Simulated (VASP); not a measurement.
# CrIn2N2 (Pmm2) in VASP: notebook

Runs on CrIn2N2. Level: PBE. Tasks: single point, relaxation of cell and atoms.

Everything below comes from runs of VASP 6.6.1. Logs are shortened: lines on timing, memory, paths and dates and some standing lists are left out, and cuts for length are marked.

## Step 1: The cell of the first run

The structure is orthorhombic, space group Pmm2 (No. 25). Conventional cell: a = 3.491 Å, b = 6.813 Å, c = 3.790 Å, α = 90.00°, β = 90.00°, γ = 90.00°. Within 2.3 Å of Cr (site symmetry mm2) lie 2 N at 1.71 Å. Within 3.0 Å of In (site symmetry m) lie 2 N at 2.27 Å and 1 In at 2.93 Å. Within 2.3 Å of N (site symmetry m) lie 1 Cr at 1.71 Å and 2 In at 2.27 Å.

## Step 2: Single point, PBE, collinear spin, ferromagnetic start

The input, INCAR:

```
SYSTEM = CrIn2N2
ALGO     = Normal         ! electronic algorithm
EDIFF    = 1E-7           ! SCF threshold, eV
ENCUT    = 520            ! plane-wave cutoff, eV
GGA      = PE             ! functional
ISIF     = 2              ! what is computed and relaxed
ISMEAR   = 0              ! smearing method
ISPIN    = 2              ! spin polarisation
LASPH    = .TRUE.         ! aspherical terms in the spheres
LCHARG   = .TRUE.         ! write CHGCAR
LELF     = .TRUE.         ! ELF
LMAXMIX  = 4              ! l up to which the mixer works
LORBIT   = 11             ! projections on sites
LREAL    = .FALSE.        ! projectors in reciprocal space
LVHAR    = .TRUE.       
LWAVE    = .FALSE.        ! write WAVECAR
MAGMOM   = 3 0 0 0 0      ! initial moments
NBANDS   = 36             ! bands
NELM     = 150            ! most SCF steps
PREC     = Accurate       ! precision mode
SIGMA    = 0.15           ! smearing width, eV
```

The input, KPOINTS:

```
k-points
0
G
  3 2 3
  0 0 0
```

The input, POSCAR:

```
CrIn2N2
1.0
    3.4912512546      0.0000000000      0.0000000000
    0.0000000000      6.8128989696      0.0000000000
    0.0000000000      0.0000000000      3.7898611657
Cr In N
1 2 2
Direct
    0.5000000000      0.5000000000      1.0082165206
    0.0000000000      0.2153228949      0.6101781054
    0.0000000000      0.7846771051      0.6101781054
    0.5000000000      0.7116661837      0.2512079143
    0.5000000000      0.2883338163      0.2512079143
```

Potentials or basis: VASP PAW PBE potentials, release 64 (Cr_pv, In_d, N).

The run is started by

```bash
$ cat potpaw_PBE.64/Cr_pv/POTCAR potpaw_PBE.64/In_d/POTCAR potpaw_PBE.64/N/POTCAR > POTCAR
$ mpirun -np 1 vasp_std > vasp.out
```

OUTCAR:

```text
SYSTEM = CrIn2N2
   EDIFF = 1E-7
   ENCUT = 520
   GGA = PE
   ISIF = 2
   ISMEAR = 0
   ISPIN = 2
   LASPH = .TRUE.
   LORBIT = 11
   LREAL = .FALSE.
   NELM = 150
   PREC = Accurate

 ion  position               nearest neighbor table
   1  0.500  0.500  0.008-   4 1.71   5 1.71   2 3.01   3 3.01   2 3.01   3 3.01   2 3.47   3 3.47
                             2 3.47   3 3.47
   2  0.000  0.215  0.610-   5 2.27   5 2.27   3 2.93   1 3.01   1 3.01   1 3.47   1 3.47   3 3.88

   3  0.000  0.785  0.610-   4 2.27   4 2.27   2 2.93   1 3.01   1 3.01   1 3.47   1 3.47   2 3.88

   4  0.500  0.712  0.251-   1 1.71   3 2.27   3 2.27
   5  0.500  0.288  0.251-   1 1.71   2 2.27   2 2.27

  LATTYP: Found a simple orthorhombic cell.
 ALAT       =     3.4912512546
 B/A-ratio  =     1.0855309141
 C/A-ratio  =     1.9514204143

  Lattice vectors:

 A1 = (  -3.4912512546,   0.0000000000,   0.0000000000)
 A2 = (   0.0000000000,   0.0000000000,   3.7898611657)
 A3 = (   0.0000000000,   6.8128989696,   0.0000000000)

Analysis of symmetry for initial positions (statically):
=====================================================================
 Subroutine PRICEL returns:
 Original cell was already a primitive cell.

 Routine SETGRP: Setting up the symmetry group for a
 simple orthorhombic supercell.

 Subroutine GETGRP returns: Found  4 space group operations
 (whereof  4 operations were pure point group operations)
 out of a pool of  8 trial point group operations.

The static configuration has the point symmetry C_2v.

Analysis of symmetry for dynamics (positions and initial velocities):
=====================================================================
 Subroutine PRICEL returns:
 Original cell was already a primitive cell.

 Routine SETGRP: Setting up the symmetry group for a
 simple orthorhombic supercell.

 Subroutine GETGRP returns: Found  4 space group operations
 (whereof  4 operations were pure point group operations)
 out of a pool of  8 trial point group operations.

The dynamic configuration has the point symmetry C_2v.

Analysis of structural, dynamic, and magnetic symmetry:
=====================================================================
 Subroutine PRICEL returns:
 Original cell was already a primitive cell.

 Routine SETGRP: Setting up the symmetry group for a
 simple orthorhombic supercell.

 Subroutine GETGRP returns: Found  4 space group operations
 (whereof  4 operations were pure point group operations)
 out of a pool of  8 trial point group operations.

The overall configuration has the point symmetry C_2v.

 Subroutine INISYM returns: Found  4 space group operations
[... 118 lines left out ...]
 Gauss-broadening in eV      SIGMA  =   0.15
  energy-cutoff  :      520.00
  volume of cell :       90.14
 maximum number of plane-waves:      2438
 NGX is ok and might be reduce to    28
   NGX = 13   NGY = 25   NGZ = 15

 number of electron      48.0000016 magnetization       1.3344459

 Free energy of the ion-electron system (eV)
  ---------------------------------------------------
  ext. energy  EPLUGINS =         0.00000000
  ---------------------------------------------------
  free energy    TOTEN  =       -29.31065132 eV

  energy without entropy =      -29.29146855  energy(sigma->0) =      -29.30105993

 E-fermi :   6.0080     XC(G=0): -10.1900

 val. band max:        5.9468446289   @ k =   0.3333   0.0000   0.0000
 cond. band min:       6.0639142682   @ k =   0.0000   0.0000   0.3333
 fundamental gap:      0.1170696393
 Fermi energy:         6.0080127383

 spin component 1

 k-point     1 :       0.0000    0.0000    0.0000
  band No.  band energies     occupation
      1     -38.2286      1.00000
      2     -38.1306      1.00000
      3     -38.0149      1.00000
      4      -9.2437      1.00000
      5      -8.9356      1.00000
      6      -8.4588      1.00000
[... 301 lines left out ...]
     35      12.0526      0.00000
     36      13.8646      0.00000
 Fermi energy:         6.0080127383

 spin component 2

 k-point     1 :       0.0000    0.0000    0.0000
  band No.  band energies     occupation
      1     -37.1427      1.00000
      2     -36.3121      1.00000
      3     -36.2206      1.00000
      4      -9.3173      1.00000
      5      -9.0075      1.00000
      6      -8.4640      1.00000
[... 301 lines left out ...]
     35      14.0364      0.00000
     36      14.2122      0.00000

------------------------ aborting loop because EDIFF is reached ----------------------------------------

  FORCE on cell =-STRESS in cart. coord.  units (eV):
  Direction    XX          YY          ZZ          XY          YZ          ZX
  --------------------------------------------------------------------------------------
  -------------------------------------------------------------------------------------
  Total        0.0334545      0.2299079      0.0404993      0.0000000      0.0000000      0.0000000
  in kB        0.5946062      4.0862804      0.7198159      0.0000000      0.0000000      0.0000000
  external PRESSURE =       1.8002341 kB  Pullay stress =       0.0000000 kB

 VOLUME and BASIS-vectors are now :
 -----------------------------------------------------------------------------
  energy-cutoff  :      520.00
  volume of cell :       90.14
      direct lattice vectors                 reciprocal lattice vectors
     3.491251255  0.000000000  0.000000000     0.286430259  0.000000000  0.000000000
     0.000000000  6.812898970  0.000000000     0.000000000  0.146780395  0.000000000
     0.000000000  0.000000000  3.789861166     0.000000000  0.000000000  0.263861908

 POSITION                                       TOTAL-FORCE (eV/Angst)
 -----------------------------------------------------------------------------------
      1.74563      3.40645      0.03114        -0.000000      0.000000     -0.106542
      0.00000      1.46697      2.31249        -0.000000     -0.024065      0.017434
      0.00000      5.34593      2.31249        -0.000000      0.024065      0.017434
      1.74563      4.84851      0.95204         0.000000      0.051729      0.035837
      1.74563      1.96439      0.95204         0.000000     -0.051729      0.035837
 -----------------------------------------------------------------------------------
    total drift:                               -0.000000      0.000000      0.000772

  FREE ENERGIE OF THE ION-ELECTRON SYSTEM (eV)
  ---------------------------------------------------
  free  energy   TOTEN  =       -29.3106513168 eV

  energy  without entropy=      -29.2914685510  energy(sigma->0) =      -29.30105993

 total charge

# of ion       s       p       d       tot
------------------------------------------
    1        0.403   6.376   4.389  11.167
    2        0.915   0.545   9.895  11.355
    3        0.915   0.545   9.895  11.355
    4        1.298   2.343   0.000   3.641
    5        1.298   2.343   0.000   3.641
--------------------------------------------------
tot          4.830  12.151  24.180  41.160

 magnetization (x)

# of ion       s       p       d       tot
------------------------------------------
    1        0.032   0.017   1.490   1.539
    2       -0.001  -0.020  -0.000  -0.021
    3       -0.001  -0.020  -0.000  -0.021
    4       -0.003  -0.106   0.000  -0.108
    5       -0.003  -0.106   0.000  -0.108
--------------------------------------------------
tot          0.026  -0.234   1.489   1.282
```

OSZICAR:

```text
N       E                     dE             d eps       ncg     rms          rms(c)
DAV:   1     0.544659509561E+03    0.54466E+03   -0.23411E+04  1152   0.172E+03
DAV:   2     0.417824147338E+02   -0.50288E+03   -0.47243E+03  1156   0.466E+02
DAV:   3    -0.327303618585E+02   -0.74513E+02   -0.70328E+02  1408   0.175E+02
[... 10 lines left out ...]
DAV:  14    -0.293106217613E+02   -0.97450E-04   -0.21196E-04  1572   0.898E-02    0.702E-02
DAV:  15    -0.293106457148E+02   -0.23953E-04   -0.38497E-05  1460   0.420E-02    0.274E-02
DAV:  16    -0.293106504710E+02   -0.47562E-05   -0.85734E-06  1344   0.170E-02    0.136E-02
DAV:  17    -0.293106508638E+02   -0.39286E-06   -0.92957E-07  1380   0.589E-03    0.729E-03
DAV:  18    -0.293106512599E+02   -0.39607E-06   -0.76242E-07  1160   0.668E-03    0.236E-03
DAV:  19    -0.293106513168E+02   -0.56837E-07   -0.12798E-07  1084   0.279E-03
   1 F= -.29310651E+02 E0= -.29301060E+02  d E =-.191828E-01  mag=     1.3345
```

stdout:

```text
POSCAR found type information on POSCAR CrInN
 POSCAR found :  3 types and       5 ions
 scaLAPACK will be used
 LDA part: xc-table for (Slater+PW92), standard interpolation
 POSCAR, INCAR and KPOINTS ok, starting setup
 FFT: planning ... GRIDC
 FFT: planning ... GRID_SOFT
 FFT: planning ... GRID
 WAVECAR not read
 entering main loop
```

Wall time 68 s (1 thread of Intel Xeon Platinum 8259CL at 2.50GHz (Skylake/Cascade Lake), shared host); peak memory 0.24 GiB.

Results:

```
Free energy                                           : -29.3107 eV
Pressure                                              : 0.2 GPa
Largest force                                         : 0.107 eV/Å
Net moment                                            : 1.33 μB per cell
Site moments                                          : Cr +1.54; In -0.02; N -0.11 μB
Valence electrons inside the program's atomic spheres : Cr 11.17; In 11.36; N 3.64
```

Forces in eV/Å, atoms in the order of the input:
```
Cr   0.000  0.000 -0.107
In   0.000 -0.024  0.017
In   0.000  0.024  0.017
N    0.000  0.052  0.036
N    0.000 -0.052  0.036
```

Caveat: the k points lie up to 0.60 Å⁻¹ apart; spin-orbit coupling is left out, which moves the levels of the heavy elements; a cell with one magnetic atom can't hold antiferromagnetic order, which such compounds often take. With open d or f shells a metallic result of PBE can be an artefact of self-interaction; +U or a hybrid may open a gap.

## Step 3: Relaxation of cell and atoms, PBE, collinear spin, ferromagnetic start

This run uses another cell than the first one, of 18.55 Å³/atom, 1.029 times its volume.

The input, INCAR:

```
SYSTEM = CrIn2N2
  ALGO = Normal
  EDIFF = 1E-7
  EDIFFG = -0.08
  ENCUT = 600
  GGA = PE
  IBRION = 2
  ISIF = 3
  ISMEAR = 0
  ISPIN = 2
  LASPH = .True.
  LCHARG = .False.
  LMAXMIX = 4
  LORBIT = 11
  LREAL = .False.
  LWAVE = .False.
  MAGMOM = 3 0 0 0 0
  NELM = 150
  NSW = 36
  PREC = Accurate
  SIGMA = 0.15
```

The input, KPOINTS:

```
k-points
0
Gamma
  3 2 3
  0 0 0
```

The input, POSCAR:

```
CrIn2N2
1.0
    4.0563551500      0.0000000000      0.0000000000
    0.0000000000      5.5464590400      0.0000000000
    0.0000000000      0.0000000000      4.1232375500
Cr In N
1 2 2
Direct
    0.5000000000      0.5000000000      0.9425628400
    0.0000000000      0.2640959100      0.6352571800
    0.0000000000      0.7359040900      0.6352571800
    0.5000000000      0.7077426200      0.2589556800
    0.5000000000      0.2922573800      0.2589556800
```

Potentials or basis: VASP PAW PBE potentials, release 64 (Cr_pv, In_d, N).

The run is started by

```bash
$ cat potpaw_PBE.64/Cr_pv/POTCAR potpaw_PBE.64/In_d/POTCAR potpaw_PBE.64/N/POTCAR > POTCAR
$ mpirun -np 1 vasp_std > vasp.out
```

It took 14 min on 1 thread of AMD EPYC 7R13 (Zen 3), shared host; peak memory 0.26 GiB.

Results (log left out):

```
Free energy                                           : -29.3032 eV
Relaxed volume                                        : 17.80 Å³/atom
Relaxed cell                                          : a = 3.515 Å, b = 6.859 Å, c = 3.692 Å, α = 90.00°, β = 90.00°, γ = 90.00°
Space group after relaxing (to 0.05 Å)                : Pmm2 (No. 25)
Energy gained by relaxing                             : 514.8 meV/atom
Ionic steps                                           : 18
Pressure after relaxing                               : 0.0 GPa
Largest force after relaxing                          : 0.076 eV/Å
Net moment                                            : 1.34 μB per cell
Site moments                                          : Cr +1.53; In -0.02; N -0.11 μB
Valence electrons inside the program's atomic spheres : Cr 11.15; In 11.36; N 3.62
```

Forces on the atoms (eV/Å):
```
Cr   0.000  0.000  0.048
In   0.000 -0.008  0.016
In   0.000  0.008  0.016
N    0.000  0.064 -0.041
N    0.000 -0.064 -0.041
```

Stress tensor (GPa, compression positive):
```
-0.18  0.00  0.00
 0.00 -0.05  0.00
 0.00  0.00  0.11
```

Step by step:
```tsv
step	energy change (eV)	largest force (eV/Å)	pressure (GPa)	volume (Å³)
1	0.0000	3.9199	0.73	92.77
2	-1.8140	2.4874	3.13	93.32
3	-1.8572	3.2387	4.43	93.29
4	-1.7731	2.6041	-11.12	99.13
5	-2.2541	0.7162	-4.93	95.97
6	-2.2554	0.5954	-4.60	95.84
7	-2.4413	0.5638	-2.84	91.56
8	-2.4904	0.6353	-0.86	88.33
9	-2.5082	0.7255	1.66	87.28
10	-2.5101	0.5266	1.04	87.52
11	-2.5328	0.2190	0.57	87.87
12	-2.5473	0.2711	-0.22	88.42
13	-2.5583	0.1011	0.24	88.36
14	-2.5652	0.2871	0.99	88.24
15	-2.5702	0.1817	0.56	88.54
16	-2.5721	0.1081	0.09	88.86
17	-2.5726	0.0999	0.05	88.89
18	-2.5738	0.0761	-0.04	89.00
```

Final structure:
```
Cr In N
1.0
     3.51475    0.00000    0.00000
     0.00000    6.85890    0.00000
     0.00000    0.00000    3.69198
Cr In N
1 2 2
Cartesian
  1.7574 3.4294 3.6815
  0.0000 1.4589 2.2681
  3.5147 5.4000 2.2681
  1.7574 4.8639 0.9326
  1.7574 1.9950 0.9326
```

Levels at points of the mesh, in eV from the Fermi level:
Spin up:
| k point | band 20 | band 21 | band 22 | band 23 | band 24 | band 25 | band 26 | band 27 | band 28 | band 29 |
| --- | --- | --- | --- | --- | --- | --- | --- | --- | --- | --- |
| (0.00, 0.00, 0.00) | -3.37 | -2.93 | -2.00 | -1.86 | -0.69 | -0.34 | 0.98 | 1.25 | 1.63 | 1.85 |
| (0.00, 0.50, 0.00) | -3.29 | -2.86 | -2.50 | -1.59 | -0.69 | -0.36 | -0.28 | 0.91 | 1.42 | 4.77 |
Spin down:
```
           k point  band 19  band 20  band 21  band 22  band 23  band 24  band 25  band 26  band 27  band 28
(0.00, 0.00, 0.00)    -3.31    -3.21    -2.93    -2.03    -1.14    -0.75     1.00     1.89     2.11     2.33
(0.00, 0.50, 0.00)    -3.38    -3.06    -2.85    -2.51    -1.58    -0.20     0.45     1.05     1.83     2.45
```

Caveat: the k points lie up to 0.60 Å⁻¹ apart in the final cell; spin-orbit coupling is left out, which moves the levels of the heavy elements; a cell with one magnetic atom can't hold antiferromagnetic order, which such compounds often take; the relaxation stopped at a loose force limit of 0.08 eV/Å, so its end isn't a converged minimum. With open d or f shells a metallic result of PBE can be an artefact of self-interaction; +U or a hybrid may open a gap.
